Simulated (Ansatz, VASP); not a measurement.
## One calculation of AlN, two programs

File INCAR:

```
SYSTEM = AlN
  PREC = Accurate
  ENCUT = 520
  EDIFF = 1E-6
  ISMEAR = -1
  SIGMA = 0.05
  LREAL = .FALSE.
  LASPH = .TRUE.
  NELM = 80
  ALGO = Normal
  ISIF = 2
  LWAVE = .FALSE.
  LCHARG = .TRUE.
  GGA = PE
  ALDAC = 0.0
  AGGAC = 0.0
  LELF = .TRUE.
  LVHAR = .TRUE.
  NBANDS = 16
```

Contents of KPOINTS:

```
Automatic mesh
0
G
  10 10 6
  0 0 0
```

File POSCAR:

```
AlN
1.0
    3.0709272750      0.0000000000      0.0000000000
   -1.5354636375      2.6595010333      0.0000000000
    0.0000000000      0.0000000000      4.9136809369
Al N
2 2
Direct
    0.6666666667      0.3333333333      0.5000000000
    0.3333333333      0.6666666667      0.0000000000
    0.6666666667      0.3333333333      0.8800000000
    0.3333333333      0.6666666667      0.3800000000
```

File input.yaml:

```yaml
crystal:
  lattice:
    - [3.070927275, 0.0, 0.0]
    - [-1.5354636375, 2.6595010333, 0.0]
    - [0.0, 0.0, 4.9136809369]
  atoms:
    - { symbol: Al, position: [0.6666666667, 0.3333333333, 0.5] }
    - { symbol: Al, position: [0.3333333333, 0.6666666667, 0.0] }
    - { symbol: "N", position: [0.6666666667, 0.3333333333, 0.88] }
    - { symbol: "N", position: [0.3333333333, 0.6666666667, 0.38] }
hamiltonian:
  xc: { exchange: pbe, correlation: none }
  pseudopotentials: { kind: paw }
kpoints:
  mp_grid: { grid: [10, 10, 6] }
scf:
  occupations: { method: fermi_dirac, width: 0.05 }
output:
  forces: true
  stress: true
  eigenvalues: true
```

Alike in both runs: task single point; functional PBE exchange alone; k mesh 10 × 10 × 6; occupations fermi-dirac, width 0.05 eV; no spin polarisation.

|  | VASP | Ansatz |
| --- | --- | --- |
| version | VASP 6.6.1 | Ansatz 0.2.0 |
| potentials or method | VASP PAW PBE potentials, release 64 (Al, N) | Ansatz PAW |
| plane-wave cutoff (eV) | 520 | 420 |
| valence electrons in the cell | 16 | 16 |

VASP gave:

* gap on the k mesh at the Fermi level (eV): 4.91
* least direct gap on the mesh (eV): 4.91
* rms of the force components (eV/Å): 0.091

Q: Which values does Ansatz return?

A: gap on the k mesh at the Fermi level (eV): 4.92; least direct gap on the mesh (eV): 4.92; rms of the force components (eV/Å): 0.090.

VASP's potentials were made for PBE, not for PBE exchange alone. Atom by atom the forces differ by 0.001 eV/Å (rms over components). With one functional, cell and mesh, what is left measures potentials, basis and numerics.
